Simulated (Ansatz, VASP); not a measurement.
One calculation of Se, two programs

Contents of INCAR:

```
PREC = Accurate
ENCUT = 520
EDIFF = 1E-7
ISMEAR = 0
SIGMA = 0.05
LREAL = False
LASPH = True
NELM = 60
ALGO = Normal
ISIF = 2
LWAVE = False
LCHARG = False
GGA = PE
IVDW = 12
NBANDS = 16
```

KPOINTS

```
regular mesh
0
Gamma
  12 12 8
```

Contents of POSCAR:

```
Se
1.0
    4.2722700225      0.0000000000      0.0000000000
   -2.1361350112      3.6998943713      0.0000000000
    0.0000000000      0.0000000000      4.7734072961
Se
3
Direct
    0.2473450691      0.0000000000      0.3333333333
    0.0000000000      0.2473450691      0.6666666667
    0.7526549309      0.7526549309      0.0000000000
```

Input for Ansatz:

```yaml
crystal:
  lattice:
    - [4.2722700225, 0.0, 0.0]
    - [-2.1361350112, 3.6998943713, 0.0]
    - [0.0, 0.0, 4.7734072961]
  atoms:
    - { symbol: Se, position: [0.2473450684, 0.0, 0.3333333333] }
    - { symbol: Se, position: [0.0, 0.2473450684, 0.6666666667] }
    - { symbol: Se, position: [0.7526549316, 0.7526549316, 0.0] }
basis:
  ecutwfc: 420
kpoints:
  mp_grid: { grid: [12, 12, 8] }
hamiltonian:
  xc: pbe
  dispersion: d3bj
scf:
  occupations: { method: gaussian, width: 0.05 }
output:
  forces: true
  stress: true
  eigenvalues: true
```

Alike in both runs: task single point; functional PBE; dispersion D3(BJ); k mesh 12 × 12 × 8; occupations gaussian, width 0.05 eV; no spin polarisation.

```csv
,VASP,Ansatz
version,VASP 6.6.1,Ansatz 0.2.0
potentials or method,"VASP PAW PBE potentials, release 64 (Se), cutoff 520 eV","scalar-relativistic, plane waves, PAW"
valence electrons in the cell,18,48
```

VASP gave:

* gap on the k mesh at the Fermi level (eV): 0.39
* least direct gap on the mesh (eV): 1.41
* pressure (GPa): 0.6
* traceless stress, the component that is largest in VASP (GPa): 2.53
* rms of the force components (eV/Å): 0.055

Q: Estimate Ansatz's values.

A: gap on the k mesh at the Fermi level (eV): 0.38; least direct gap on the mesh (eV): 1.41; pressure (GPa): 0.5; traceless stress, the component that is largest in VASP (GPa): 2.51; rms of the force components (eV/Å): 0.068.

Atom by atom the forces differ by 0.014 eV/Å (rms over components). VASP's potentials hold 18 valence electrons a cell and Ansatz's 48, so a difference there can come from the potentials and not from the codes.
